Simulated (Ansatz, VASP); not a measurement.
# BN in VASP and in Ansatz

The input POSCAR:

```
BN
1.0
    2.5008381595      0.0000000000      0.0000000000
   -1.2504190798      2.1657893769      0.0000000000
    0.0000000000      0.0000000000      6.8931474372
B N
2 2
Direct
    0.3333333333      0.6666666667      0.2500000000
    0.6666666667      0.3333333333      0.7500000000
    0.6666666667      0.3333333333      0.2500000000
    0.3333333333      0.6666666667      0.7500000000
```

INCAR.step1

```
SYSTEM = BN
PREC = Accurate
ENCUT = 520
ISMEAR = 1
SIGMA = 0.001
LREAL = .FALSE.
LASPH = .TRUE.
NELM = 80
NBANDS = 16
GGA = PE
ALGO = Normal
EDIFF = 1E-4
LWAVE = .TRUE.
LCHARG = .FALSE.
```

The input INCAR.step2:

```
SYSTEM = BN
PREC = Accurate
ENCUT = 520
EDIFF = 1E-7
ISMEAR = 1
SIGMA = 0.001
LREAL = .FALSE.
LASPH = .TRUE.
NELM = 80
ALGO = Normal
ISIF = 2
LWAVE = .FALSE.
LCHARG = .TRUE.
METAGGA = R2SCAN
LMIXTAU = .TRUE.
LELF = .TRUE.
LVHAR = .TRUE.
NBANDS = 16
ISTART = 1
```

The input KPOINTS:

```
regular mesh
0
G
  9 9 4
  0 0 0
```

Input for Ansatz:

```yaml
crystal:
  lattice:
    - [2.5008381595, 0.0, 0.0]
    - [-1.2504190798, 2.1657893769, 0.0]
    - [0.0, 0.0, 6.8931474372]
  atoms:
    - { symbol: B, position: [0.3333333333, 0.6666666667, 0.25] }
    - { symbol: B, position: [0.6666666667, 0.3333333333, 0.75] }
    - { symbol: "N", position: [0.6666666667, 0.3333333333, 0.25] }
    - { symbol: "N", position: [0.3333333333, 0.6666666667, 0.75] }
kpoints:
  mp_grid: { grid: [9, 9, 4] }
hamiltonian:
  xc: r2scan
scf:
  occupations: { method: methfessel_paxton, width: 0.001 }
  n_extra_bands: 5
output:
  forces: true
  stress: true
  eigenvalues: true
```

Alike in both runs: task single point; functional r2SCAN; k mesh 9 × 9 × 4; occupations methfessel-paxton of order 1, width 0.001 eV; no spin polarisation.

|  | VASP | Ansatz |
| --- | --- | --- |
| version | VASP 6.6.1 | Ansatz 0.2.0 |
| potentials or method | VASP PAW PBE potentials, release 64 (B, N) | plane waves |
| plane-wave cutoff (eV) | 520 | 500 |
| valence electrons in the cell | 16 | 16 |

|  | VASP | Ansatz | Ansatz less VASP |
| --- | --- | --- | --- |
| gap on the k mesh at the Fermi level (eV) | 5.06 | 5.02 | -0.044 |
| pressure (GPa) | 0.4 | 0.0 | -0.38 |
| traceless stress, the component that is largest in VASP (GPa) | -0.68 | -0.03 | +0.656 |

VASP's potentials were made for PBE, not for r2SCAN. The functional is the same, so the differences come from potentials, cutoffs and numerics.
